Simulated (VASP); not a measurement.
Here is a VASP 6.6.1 calculation.

The input INCAR:

```
SYSTEM = Pd
ALGO     = Normal         ! electronic algorithm
EDIFF    = 1E-6           ! SCF threshold, eV
ENCUT    = 520            ! plane-wave cutoff, eV
GGA      = PE             ! functional
ISIF     = 2              ! what is computed and relaxed
ISMEAR   = -1             ! smearing method
LASPH    = .True.         ! aspherical terms in the spheres
LCHARG   = .True.         ! write CHGCAR
LELF     = .True.         ! ELF
LREAL    = .False.        ! projectors in reciprocal space
LVHAR    = .True.       
LWAVE    = .False.        ! write WAVECAR
NBANDS   = 17             ! bands
NELM     = 80             ! most SCF steps
PREC     = Accurate       ! precision mode
SIGMA    = 0.1            ! smearing width, eV
```

File KPOINTS:

```
k-points
0
Gamma
  17 17 9
  0 0 0
```

The input POSCAR:

```
Pd
1.0
    2.3442097368      0.0000000000      0.0000000000
   -1.1721048684      2.0301451839      0.0000000000
    0.0000000000      0.0000000000      3.8904479330
Pd
2
Direct
    0.3333333333      0.6666666667      0.2500000000
    0.6666666667      0.3333333333      0.7500000000
```

Potentials or basis: VASP PAW PBE potentials, release 64 (Pd).

Command:

```console
$ cat potpaw_PBE.64/Pd/POTCAR > POTCAR
$ mpirun -np 1 vasp_std > vasp.out
```

(1) What does it give for the band gap on the k mesh?

(2) Estimate the pressure.

Answers

(1) zero (band 10 reaches 20.67 eV, above the bottom of band 11 at 18.86 eV).

(2) 325.2 GPa.
